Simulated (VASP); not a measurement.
# Ge (Cmcm) in VASP: further runs

Ge is run at these levels: PBEsol, LDA; tasks: vibrations by perturbation theory.

All numbers are computed with VASP 6.6.1; they aren't measurements. Logs are shortened: lines on timing, memory, paths and dates and some standing lists are left out, and cuts for length are marked.

## (1) The cell of the first run

Symmetry: Cmcm, No. 63, orthorhombic system. The conventional cell has a = 2.976 Å, b = 5.189 Å, c = 4.728 Å, α = 90.00°, β = 90.00°, γ = 90.00°. Within 3.9 Å of Ge (site symmetry m2m) lie 12 Ge at 2.92 to 2.99 Å.

This isn't the form of Ge at room conditions, which is diamond.

## (2) Vibrations by perturbation theory, PBEsol

INCAR

```
SYSTEM = Ge
PREC = Accurate ; ENCUT = 520
EDIFF = 1E-8 ; ISMEAR = -1
SIGMA = 0.05 ; LREAL = .False.
LASPH = .True. ; NELM = 80
ALGO = Normal ; ISIF = 2
LWAVE = .False. ; LCHARG = .True.
GGA = PS ; NBANDS = 21
IBRION = 8 ; NSW = 1
```

KPOINTS

```
Automatic mesh
0
Gamma
  10 10 6
  0 0 0
```

POSCAR

```
Ge
1.0
    1.4880529250     -2.5946896100      0.0000000000
    1.4880529250      2.5946896100      0.0000000000
    0.0000000000      0.0000000000      4.7275957900
Ge
2
Direct
    0.3334466300      0.6665533700      0.2500000000
    0.6665533700      0.3334466300      0.7500000000
```

Potentials or basis: VASP PAW PBE potentials, release 64 (Ge_d).

The run is started by

```
cat potpaw_PBE.64/Ge_d/POTCAR > POTCAR
mpirun -np 1 vasp_std > vasp.out
```

OUTCAR:

```text
SYSTEM = Ge
   PREC = Accurate
   ENCUT = 520
   EDIFF = 1E-8
   ISMEAR = -1
   LREAL = .False.
   LASPH = .True.
   NELM = 80
   ISIF = 2
   GGA = PS
   IBRION = 8
   NSW = 1

 ion  position               nearest neighbor table
   1  0.333  0.667  0.250-
   2  0.667  0.333  0.750-

  LATTYP: Found a base centered orthorhombic cell.
 ALAT       =     2.9761058500
 B/A-ratio  =     1.7436809984
 C/A-ratio  =     1.5885173540

  Lattice vectors:

 A1 = (   1.4880529250,  -2.5946896100,   0.0000000000)
 A2 = (   1.4880529250,   2.5946896100,   0.0000000000)
 A3 = (   0.0000000000,   0.0000000000,   4.7275957900)

Analysis of symmetry for initial positions (statically):
=====================================================================
 Subroutine PRICEL returns:
 Original cell was already a primitive cell.

 Routine SETGRP: Setting up the symmetry group for a
 base centered orthorhombic supercell.

 Subroutine GETGRP returns: Found  8 space group operations
 (whereof  4 operations were pure point group operations)
 out of a pool of  8 trial point group operations.

The static configuration has the point symmetry C_2h.
 The point group associated with its full space group is D_2h.

Analysis of symmetry for dynamics (positions and initial velocities):
=====================================================================
 Subroutine PRICEL returns:
 Original cell was already a primitive cell.

 Routine SETGRP: Setting up the symmetry group for a
 base centered orthorhombic supercell.

 Subroutine GETGRP returns: Found  8 space group operations
 (whereof  4 operations were pure point group operations)
 out of a pool of  8 trial point group operations.

The dynamic configuration has the point symmetry C_2h.
 The point group associated with its full space group is D_2h.

 Subroutine INISYM returns: Found  8 space group operations
 (whereof  4 operations are pure point group operations),
 and found     1 'primitive' translations

----------------------------------------------------------------------------------------

                                     Primitive cell

  volume of cell :      36.5068

  direct lattice vectors                    reciprocal lattice vectors
     1.488052925 -2.594689610  0.000000000     0.336009554 -0.192701277  0.000000000
     1.488052925  2.594689610  0.000000000     0.336009554  0.192701277  0.000000000
     0.000000000  0.000000000  4.727595790     0.000000000  0.000000000  0.211524006

  length of vectors
     2.991106096  2.991106096  4.727595790     0.387345069  0.387345069  0.211524006

  position of ions in fractional coordinates (direct lattice)
     0.333446630  0.666553370  0.250000000
     0.666553370  0.333446630  0.750000000

  ion indices of the primitive-cell ions
   primitive index   ion index
                 1           1
                 2           2

----------------------------------------------------------------------------------------

 KPOINTS: Automatic mesh

Automatic generation of k-mesh.
 Grid dimensions read from file:
 generate k-points for:   10   10    6

 Generating k-lattice:

  Cartesian coordinates                     Fractional coordinates (reciprocal lattice)
     0.033600955 -0.019270128  0.000000000     0.100000000 -0.000000000  0.000000000
     0.033600955  0.019270128  0.000000000    -0.000000000  0.100000000  0.000000000
     0.000000000  0.000000000  0.035254001     0.000000000  0.000000000  0.166666667

  Length of vectors
[... 94 lines left out ...]

 number of electron      28.0000012 magnetization

 Free energy of the ion-electron system (eV)
  ---------------------------------------------------
  ext. energy  EPLUGINS =         0.00000000
  ---------------------------------------------------
  free energy    TOTEN  =        -9.34239698 eV

  energy without entropy =       -9.33393139  energy(sigma->0) =       -9.33816418

 E-fermi :   6.9040     XC(G=0): -11.6051

 val. band max:        6.8831874254   @ k =   0.5000   0.3000   0.1667
 cond. band min:       6.9099600973   @ k =   0.3000   0.2000   0.5000
 fundamental gap:      0.0267726719
 Fermi energy:         6.9040348392

 k-point     1 :       0.0000    0.0000    0.0000
  band No.  band energies     occupation
      1     -17.6501      2.00000
      2     -17.6400      2.00000
      3     -17.6373      2.00000
      4     -17.6362      2.00000
      5     -17.6306      2.00000
      6     -17.6273      2.00000
[... 565 lines left out ...]
     20      22.6022      0.00000
     21      23.2034      0.00000

 [... further k-points ...]

------------------------ aborting loop because EDIFF is reached ----------------------------------------

  FORCE on cell =-STRESS in cart. coord.  units (eV):
  Direction    XX          YY          ZZ          XY          YZ          ZX
  --------------------------------------------------------------------------------------
  -------------------------------------------------------------------------------------
  Total       -0.0844091     -0.0337194      0.4886310      0.0000000      0.0000000      0.0000000
  in kB       -3.7044664     -1.4798458     21.4445759      0.0000000      0.0000000      0.0000000
  external PRESSURE =       5.4200879 kB  Pullay stress =       0.0000000 kB

 VOLUME and BASIS-vectors are now :
 -----------------------------------------------------------------------------
  energy-cutoff  :      520.00
  volume of cell :       36.51
      direct lattice vectors                 reciprocal lattice vectors
     1.488052925 -2.594689610  0.000000000     0.336009554 -0.192701277  0.000000000
     1.488052925  2.594689610  0.000000000     0.336009554  0.192701277  0.000000000
     0.000000000  0.000000000  4.727595790     0.000000000  0.000000000  0.211524006

 POSITION                                       TOTAL-FORCE (eV/Angst)
 -----------------------------------------------------------------------------------
      1.48805      0.86431      1.18190         0.000000     -0.000621      0.000000
      1.48805     -0.86431      3.54570         0.000000      0.000621      0.000000
 -----------------------------------------------------------------------------------
    total drift:                                0.000000     -0.000000      0.000000

  FREE ENERGIE OF THE ION-ELECTRON SYSTEM (eV)
  ---------------------------------------------------
  free  energy   TOTEN  =        -9.3423969805 eV

  energy  without entropy=       -9.3339313881  energy(sigma->0) =       -9.33816418

[... ionic steps 2 to 3 ...]

--------------------------------------- Ionic step        4  -------------------------------------------

------------------------ aborting loop because EDIFF is reached ----------------------------------------

--------------------------------------- Ionic step        5  -------------------------------------------

------------------------ aborting loop because EDIFF is reached ----------------------------------------

--------------------------------------- Ionic step        6  -------------------------------------------

 Free energy of the ion-electron system (eV)
  ---------------------------------------------------
  ---------------------------------------------------
  free energy    TOTEN  =        -0.20800208 eV

  energy without entropy =       -0.20800208

------------------------ aborting loop because EDIFF is reached ----------------------------------------

 INTERNAL STRAIN TENSOR  FOR ION    1  DIRECTION 3   (eV/Angst):
 -----------------------------------------------------------------------------
    -0.02536  0.00000  0.00000
     0.00000  0.01608  0.04054
     0.00000  0.04592  0.01022

 INTERNAL STRAIN TENSOR FOR ION    2 for displacements in x,y,z  (eV/Angst):
          X           Y           Z          XY          YZ          ZX
  --------------------------------------------------------------------------------
  x     0.00000     0.00000     0.00000    -0.52600     0.00000     0.00000
  y     0.04672    -0.05756    -0.07344     0.00000     0.00000     0.00000
  z     0.00000     0.00000     0.00000     0.00000    -0.04592     0.00000

 SECOND DERIVATIVES (NOT SYMMETRIZED)
 ------------------------------------
               1X          1Y          1Z          2X          2Y          2Z
  1X    -0.059601    0.000000    0.000000    0.059601    0.000000    0.000000
  1Y     0.000000   -0.123535    0.000000    0.000000    0.123535    0.000000
  1Z     0.000000    0.000000    0.175890    0.000000    0.000000   -0.175890
  2X     0.059601    0.000000    0.000000   -0.059601    0.000000    0.000000
  2Y     0.000000    0.123535    0.000000    0.000000   -0.123535    0.000000
  2Z     0.000000    0.000000   -0.175890    0.000000    0.000000    0.175890

 Eigenvectors and eigenvalues of the dynamical matrix
 ----------------------------------------------------

   1 f  =    0.911931 THz     5.729832 2PiTHz   30.418749 cm-1     3.771442 meV
             X         Y         Z           dx          dy          dz
      1.488053  0.864309  1.181899     0.000000    0.707107    0.000000
      1.488053 -0.864309  3.545697     0.000000   -0.707107    0.000000
[... 11 lines left out ...]
   4 f  =    0.000000 THz     0.000000 2PiTHz    0.000000 cm-1     0.000000 meV
             X         Y         Z           dx          dy          dz
      1.488053  0.864309  1.181899    -0.707107    0.000000    0.000000
      1.488053 -0.864309  3.545697    -0.707107    0.000000    0.000000

   5 f/i=    0.000000 THz     0.000000 2PiTHz    0.000000 cm-1     0.000000 meV
             X         Y         Z           dx          dy          dz
      1.488053  0.864309  1.181899     0.000000    0.000000   -0.707107
      1.488053 -0.864309  3.545697     0.000000    0.000000   -0.707107

   6 f/i=    1.088148 THz     6.837037 2PiTHz   36.296718 cm-1     4.500218 meV
             X         Y         Z           dx          dy          dz
      1.488053  0.864309  1.181899     0.000000    0.000000   -0.707107
      1.488053 -0.864309  3.545697     0.000000    0.000000    0.707107

--------------------------------------------------------------------------------------------------------

 ELASTIC MODULI CONTR FROM IONIC RELAXATION (kBar)
 Direction    XX          YY          ZZ          XY          YZ          ZX
 --------------------------------------------------------------------------------
 XX          -0.7754      0.9553      1.2190      0.0000      0.0000      0.0000
 YY           0.9553     -1.1770     -1.5018     -0.0000      0.0000      0.0000
 ZZ           1.2190     -1.5018     -1.9163     -0.0000      0.0000      0.0000
 XY           0.0000     -0.0000     -0.0000   -203.7322      0.0000      0.0000
 YZ           0.0000      0.0000      0.0000      0.0000      0.0000      0.0000
 ZX           0.0000      0.0000      0.0000      0.0000      0.0000      0.0000
 --------------------------------------------------------------------------------
```

It took 5.6 min on 1 thread of AMD EPYC 9R45 (Zen 5), shared host; peak memory 0.47 GiB.

Results:

```yaml
Highest_phonon_frequency_at_Γ: 30 cm⁻¹
Most_unstable_mode: 36i cm⁻¹
```

Phonon frequencies in cm⁻¹ (negative: imaginary):
```
              q point      frequencies
(0.000, 0.000, 0.000)  -36 0 0 0 21 30
```

Caveat: some modes are imaginary; the PAW data sets were made with another functional, which shifts forces and pressure a little.

## (3) Vibrations by perturbation theory, LDA

INCAR

```
PREC = Accurate ; ENCUT = 520
EDIFF = 1E-8 ; ISMEAR = -1
SIGMA = 0.05 ; LREAL = False
LASPH = True ; NELM = 80
ALGO = Normal ; ISIF = 2
LWAVE = False ; LCHARG = True
GGA = CA ; IBRION = 8
NSW = 1
```

KPOINTS

```
Automatic mesh
0
Gamma
  7 7 5
```

POSCAR is that of step 2.

Potentials or basis: VASP PAW LDA potentials, release 64 (Ge_d).

The run is started by

```
cat potpaw_LDA.64/Ge_d/POTCAR > POTCAR
mpirun -np 1 vasp_std > vasp.out
```

OUTCAR:

```text
PREC = Accurate
   ENCUT = 520
   EDIFF = 1E-8
   ISMEAR = -1
   LREAL = False
   LASPH = True
   NELM = 80
   ISIF = 2
   GGA = CA
   IBRION = 8
   NSW = 1

 ion  position               nearest neighbor table
   1  0.333  0.667  0.250-
   2  0.667  0.333  0.750-

  LATTYP: Found a base centered orthorhombic cell.
 ALAT       =     2.9761058500
 B/A-ratio  =     1.7436809984
 C/A-ratio  =     1.5885173540

[... 772 lines left out ...]

 Eigenvectors and eigenvalues of the dynamical matrix
 ----------------------------------------------------

   1 f  =    4.330978 THz    27.212335 2PiTHz  144.465864 cm-1    17.911476 meV
             X         Y         Z           dx          dy          dz
      1.488053  0.864309  1.181899     0.000000   -0.000000    0.707107
      1.488053 -0.864309  3.545697    -0.000000    0.000000   -0.707107
[... 11 lines left out ...]
   4 f  =    0.000000 THz     0.000000 2PiTHz    0.000001 cm-1     0.000000 meV
             X         Y         Z           dx          dy          dz
      1.488053  0.864309  1.181899     0.126473   -0.671783   -0.180866
      1.488053 -0.864309  3.545697     0.126473   -0.671783   -0.180866

   5 f/i=    0.000000 THz     0.000000 2PiTHz    0.000001 cm-1     0.000000 meV
             X         Y         Z           dx          dy          dz
      1.488053  0.864309  1.181899     0.695527    0.117944    0.048284
      1.488053 -0.864309  3.545697     0.695527    0.117944    0.048284

   6 f/i=    0.000000 THz     0.000000 2PiTHz    0.000001 cm-1     0.000000 meV
             X         Y         Z           dx          dy          dz
      1.488053  0.864309  1.181899    -0.015703   -0.186540    0.681877
      1.488053 -0.864309  3.545697    -0.015703   -0.186540    0.681877

--------------------------------------------------------------------------------------------------------

 ELASTIC MODULI CONTR FROM IONIC RELAXATION (kBar)
 Direction    XX          YY          ZZ          XY          YZ          ZX
 --------------------------------------------------------------------------------
 XX         -34.9009     19.1739      7.5854     -0.0000     -0.0000      0.0000
 YY          19.1739    -10.5338     -4.1673      0.0000      0.0000      0.0000
 ZZ           7.5854     -4.1673     -1.6486      0.0000      0.0000      0.0000
 XY          -0.0000      0.0000      0.0000    -19.8965     -0.0000      0.0000
 YZ          -0.0000      0.0000      0.0000     -0.0000     -0.3608      0.0000
 ZX           0.0000      0.0000      0.0000      0.0000      0.0000      0.0000
 --------------------------------------------------------------------------------
```

Run time: 76 s. Hardware: 1 thread of Intel Xeon 6975P-C (Granite Rapids), shared host; peak memory 0.22 GiB.

What came out:

| Property | Result |
| --- | --- |
| Highest phonon frequency at Γ | 144 cm⁻¹ |

Phonon frequencies in cm⁻¹ (negative: imaginary):
```csv
q point,frequencies
"(0.000, 0.000, 0.000)",0 0 0 46 50 144
```

Caveat: the cell stands under pressure or tension, which shifts response properties.
